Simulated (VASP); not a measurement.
Input of a VASP 6.6.1 run:

The input INCAR:

```
PREC = Accurate ; ENCUT = 520
EDIFF = 1E-6 ; ISMEAR = -1
SIGMA = 0.05 ; LREAL = F
LASPH = T ; NELM = 60
ALGO = Normal ; ISIF = 2
LWAVE = F ; LCHARG = F
GGA = B5 ; ALDAX = 1.0
AGGAX = 1.0 ; AGGAC = 1.0
ALDAC = 0.0 ; NBANDS = 16
```

The input KPOINTS:

```
regular mesh
0
Gamma
  7 7 5
```

Contents of POSCAR:

```
CdS
1.0
    4.2611695877      0.0000000000      0.0000000000
   -2.1305847939      3.6902811128      0.0000000000
    0.0000000000      0.0000000000      5.8041729400
Cd S
1 1
Direct
    0.0000000000      0.0000000000      0.4426919200
    0.6666666667      0.3333333333      0.4343080800
```

Potentials or basis: VASP PAW PBE potentials, release 64 (Cd, S).

Command:

```bash
$ cat potpaw_PBE.64/Cd/POTCAR potpaw_PBE.64/S/POTCAR > POTCAR
$ mpirun -np 1 vasp_std > vasp.out
```

**Question.** Predict the largest force.

**Answer.** 0.011 eV/Å.

**Question.** What does it give for the band gap on the k mesh?

**Answer.** 1.37 eV.

Forces in eV/Å, atoms in the order of the input:
```
Cd   0.000  0.000  0.011
S    0.000  0.000 -0.011
```

Caveat: the PAW data sets were made with another functional, which shifts forces and pressure a little; an odd mesh through Γ misses points on the zone boundary, where band edges can lie.
